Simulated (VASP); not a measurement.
# Al3N in VASP: notebook, part 2 of 2

VASP 6.6.1. The steps go on from the part before.

## (3) Single point, PBE

File INCAR:

```
SYSTEM = Al3N
PREC = Accurate ; ENCUT = 520
EDIFF = 1E-6 ; ISMEAR = 0
SIGMA = 0.1 ; LREAL = .False.
LASPH = .True. ; NELM = 60
ALGO = Normal ; ISIF = 2
LWAVE = .False. ; LCHARG = .False.
LDIPOL = .True. ; IDIPOL = 3
DIPOL = 0.5 0.5 0.362 ; GGA = PE
NBANDS = 15
```

File KPOINTS:

```
Automatic mesh
0
Gamma
  9 9 1
  0 0 0
```

File POSCAR:

```
Al3N
1.0
    2.8567582919      0.0000000000      0.0000000000
   -1.4283791460      2.4740252533      0.0000000000
    0.0000000000      0.0000000000     20.1013781961
Al N
3 1
Direct
    0.6666666666      0.3333333333      0.1989913309
    0.3333333334      0.6666666667      0.3134471576
    0.0000000000      0.0000000000      0.4278999237
    0.1666666667      0.3333333333      0.5057793696
```

Potentials or basis: VASP PAW PBE potentials, release 64 (Al, N).

Run with:

```bash
$ cat potpaw_PBE.64/Al/POTCAR potpaw_PBE.64/N/POTCAR > POTCAR
$ mpirun -np 1 vasp_std > vasp.out
```

OUTCAR:

```text
SYSTEM = Al3N
   PREC = Accurate
   ENCUT = 520
   EDIFF = 1E-6
   ISMEAR = 0
   LREAL = .False.
   LASPH = .True.
   NELM = 60
   ISIF = 2
   GGA = PE

 ion  position               nearest neighbor table
   1  0.667  0.333  0.199-   2 2.83   2 2.83   2 2.83
   2  0.333  0.667  0.313-   3 2.83   3 2.83   3 2.83   1 2.83   1 2.83   1 2.83
   3  0.000  0.000  0.428-   4 1.77   2 2.83   2 2.83   2 2.83
   4  0.167  0.333  0.506-   3 1.77

  LATTYP: Found a hexagonal cell.
 ALAT       =     2.8567582919
 C/A-ratio  =     7.0364294568

  Lattice vectors:

 A1 = (   2.8567582919,   0.0000000000,   0.0000000000)
 A2 = (  -1.4283791460,   2.4740252533,   0.0000000000)
 A3 = (   0.0000000000,   0.0000000000,  20.1013781961)

Analysis of symmetry for initial positions (statically):
=====================================================================
 Subroutine PRICEL returns:
 Original cell was already a primitive cell.

 Routine SETGRP: Setting up the symmetry group for a
 hexagonal supercell.

 Subroutine GETGRP returns: Found  2 space group operations
 (whereof  2 operations were pure point group operations)
 out of a pool of 24 trial point group operations.

The static configuration has the point symmetry C_1h.

Analysis of symmetry for dynamics (positions and initial velocities):
=====================================================================
 Subroutine PRICEL returns:
 Original cell was already a primitive cell.

 Routine SETGRP: Setting up the symmetry group for a
 hexagonal supercell.

 Subroutine GETGRP returns: Found  2 space group operations
 (whereof  2 operations were pure point group operations)
 out of a pool of 24 trial point group operations.

The dynamic configuration has the point symmetry C_1h.

 Subroutine INISYM returns: Found  2 space group operations
 (whereof  2 operations are pure point group operations),
 and found     1 'primitive' translations

----------------------------------------------------------------------------------------

                                     Primitive cell

  volume of cell :     142.0704

  direct lattice vectors                    reciprocal lattice vectors
     2.856758292  0.000000000  0.000000000     0.350047116  0.202099796  0.000000000
    -1.428379146  2.474025253  0.000000000     0.000000000  0.404199593  0.000000000
     0.000000000  0.000000000 20.101378196     0.000000000  0.000000000  0.049747833

  length of vectors
     2.856758292  2.856758292 20.101378196     0.404199593  0.404199593  0.049747833

  position of ions in fractional coordinates (direct lattice)
     0.666666667  0.333333333  0.198991331
     0.333333333  0.666666667  0.313447158
     0.000000000  0.000000000  0.427899924
     0.166666667  0.333333333  0.505779370

  ion indices of the primitive-cell ions
   primitive index   ion index
                 1           1
                 2           2
                 3           3
                 4           4

----------------------------------------------------------------------------------------

 KPOINTS: Automatic mesh

Automatic generation of k-mesh.
 Grid dimensions read from file:
 generate k-points for:    9    9    1

 Generating k-lattice:
[... 51 lines left out ...]
 SYSTEM =  Al3N
   PREC   = accura    normal or accurate (medium, high low for compatibility)
   ISTART =      0    job   : 0-new  1-cont  2-samecut
   ICHARG =      2    charge: 1-file 2-atom 10-const
   ISPIN  =      1    spin polarized calculation?
   LNONCOLLINEAR =      F non collinear calculations
   LSORBIT =      F    spin-orbit coupling
   LASPH  =      T    aspherical Exc in radial PAW
   ENCUT  =  520.0 eV  38.22 Ry    6.18 a.u.   5.31  5.31 37.38*2*pi/ulx,y,z
   NELM   =     60;   NELMIN=  2; NELMDL= -5     # of ELM steps
   EDIFF  = 0.1E-05   stopping-criterion for ELM
   LREAL  =      F    real-space projection
   EDIFFG = 0.1E-04   stopping-criterion for IOM
   NSW    =      0    number of steps for IOM
   IBRION =     -1    ionic relax: 0-MD 1-quasi-New 2-CG
   NFREE  =      0    steps in history (QN), initial steepest desc. (CG)
   ISIF   =      2    stress and relaxation
   ISYM   =      2    0-nonsym 1-usesym 2-fastsym
   POTIM  = 0.5000    time-step for ionic-motion
   TEBEG  =    0.0;   TEEND  =   0.0 temperature during run
   PSTRESS=    0.0 pullay stress
   NELECT =      14.0000    total number of electrons
   NUPDOWN=      -1.0000    fix difference up-down
   EMIN   =  10.00;   EMAX   =-10.00  energy-range for DOS
   EFERMI =   0.00;   METHOD = LEGACY
   ISMEAR =     0;   SIGMA  =   0.10  broadening in eV -4-tet -1-fermi 0-gaus
   EFERMI_NEDOS =   21; number of points for ismear=-14 and -15
   IALGO  =     38    algorithm
   IMIX   =      4    mixing-type and parameters
     AMIX     =   0.40;   BMIX     =  1.00
     AMIX_MAG =   1.60;   BMIX_MAG =  1.00
  volume/ion in A,a.u.               =      35.52       239.68
  Fermi-wavevector in a.u.,A,eV,Ry     =   0.756165  1.428944  7.779606  0.571785
  Thomas-Fermi vector in A             =   1.854223
   LORBIT       =      0    0 simple, 1 ext, 2 COOP (PROOUT), +10 PAW based schemes
   GGA     = PE    functional components
   LHFCALC =     F    Hartree Fock is set to
   AEXX    =    0.0000 exact exchange contribution
   IVDW    =     0    specifies the selected vdW correction
   LEPSILON=     F    determine dielectric tensor
   LRPA    =     F    only Hartree local field effects (RPA)
 non-spin polarized calculation
 Gauss-broadening in eV      SIGMA  =   0.10
  energy-cutoff  :      520.00
  volume of cell :      142.07
 maximum number of plane-waves:      3849
 NGX is ok and might be reduce to    24
   NGX = 11   NGY = 11   NGZ = 75

 number of electron      14.0000000 magnetization

 dipolmoment           0.000000      0.000000      0.168288 electrons x Angstroem

 Free energy of the ion-electron system (eV)
  ---------------------------------------------------
  ext. energy  EPLUGINS =         0.00000000
  ---------------------------------------------------
  free energy    TOTEN  =       -15.77846856 eV

  energy without entropy =      -15.76413143  energy(sigma->0) =      -15.77130000

 E-fermi :  -0.9262     XC(G=0):  -5.0004

 val. band max:       -0.9318431377   @ k =   0.0000   0.3333   0.0000
 cond. band min:      -0.9186763492   @ k =   0.0000   0.0000   0.0000
 fundamental gap:      0.0131667885
 Fermi energy:        -0.9262056189

 k-point     1 :       0.0000    0.0000    0.0000
  band No.  band energies     occupation
      1     -15.1252      2.00000
      2     -11.3840      2.00000
      3      -9.2955      2.00000
      4      -6.3088      2.00000
      5      -3.5008      2.00000
      6      -0.9187      0.91520
      7       0.2285      0.00000
      8       0.3220      0.00000
      9       2.1147      0.00000
     10       3.7123      0.00000
     11       5.5385      0.00000
     12       7.3157      0.00000
     13       7.5002      0.00000
     14       9.2814      0.00000
[... 401 lines left out ...]
      2      -5.9776      2.00000
      3      -4.6128      2.00000
      4      -3.7452      2.00000
      5      -3.2218      2.00000
      6      -2.4708      2.00000
      7      -2.1300      2.00000
      8      -1.1113      1.99115
      9      -0.6844      0.00063
     10       0.0487      0.00000
     11       1.3640      0.00000
     12       2.2311      0.00000
     13       3.4710      0.00000
     14       4.3822      0.00000
     15       5.9404      0.00000

 [... further k-points ...]

------------------------ aborting loop because EDIFF is reached ----------------------------------------

 vacuum level on the upper side and lower side of the slab       (xc-potential included)         2.086        -2.108

  FORCE on cell =-STRESS in cart. coord.  units (eV):
  Direction    XX          YY          ZZ          XY          YZ          ZX
  --------------------------------------------------------------------------------------
  -------------------------------------------------------------------------------------
  Total       -1.2413177     -0.6334488      0.6464938      0.0000000      2.4226934     -0.0000000
  in kB      -13.9987757     -7.1436246      7.2907380      0.0000000     27.3215651     -0.0000000
  external PRESSURE =      -4.6172208 kB  Pullay stress =       0.0000000 kB

 VOLUME and BASIS-vectors are now :
 -----------------------------------------------------------------------------
  energy-cutoff  :      520.00
  volume of cell :      142.07
      direct lattice vectors                 reciprocal lattice vectors
     2.856758292  0.000000000  0.000000000     0.350047116  0.202099796  0.000000000
    -1.428379146  2.474025253  0.000000000     0.000000000  0.404199593  0.000000000
     0.000000000  0.000000000 20.101378196     0.000000000  0.000000000  0.049747833

 POSITION                                       TOTAL-FORCE (eV/Angst)
 -----------------------------------------------------------------------------------
      1.42838      0.82468      4.00000         0.000000     -0.011274     -0.215314
      0.00000      1.64935      6.30072        -0.000000      0.122237      0.180045
      0.00000      0.00000      8.60138         0.000000     -1.805291     -0.006791
      0.00000      0.82468     10.16686        -0.000000      1.694327      0.042060
 -----------------------------------------------------------------------------------
    total drift:                               -0.000000      0.000038     -0.000088

  FREE ENERGIE OF THE ION-ELECTRON SYSTEM (eV)
  ---------------------------------------------------
  free  energy   TOTEN  =       -15.7784685604 eV

  energy  without entropy=      -15.7641314298  energy(sigma->0) =      -15.77130000

 vacuum level on the upper side and lower side of the slab         7.455         3.146
```

Wall time 72 s (1 thread of Intel Xeon Platinum 8488C (Sapphire Rapids), shared host); peak memory 0.27 GiB.

What came out:

| Quantity | Value |
| --- | --- |
| Free energy | -15.7785 eV |
| Largest force | 1.805 eV/Å |
| Band gap on the k mesh | zero (band 7 reaches 0.23 eV, above the bottom of band 8 at -1.51 eV) |

Forces in eV/Å, atoms in the order of the input:
```
Al   0.000 -0.011 -0.215
Al   0.000  0.122  0.180
Al   0.000 -1.805 -0.007
N    0.000  1.694  0.042
```
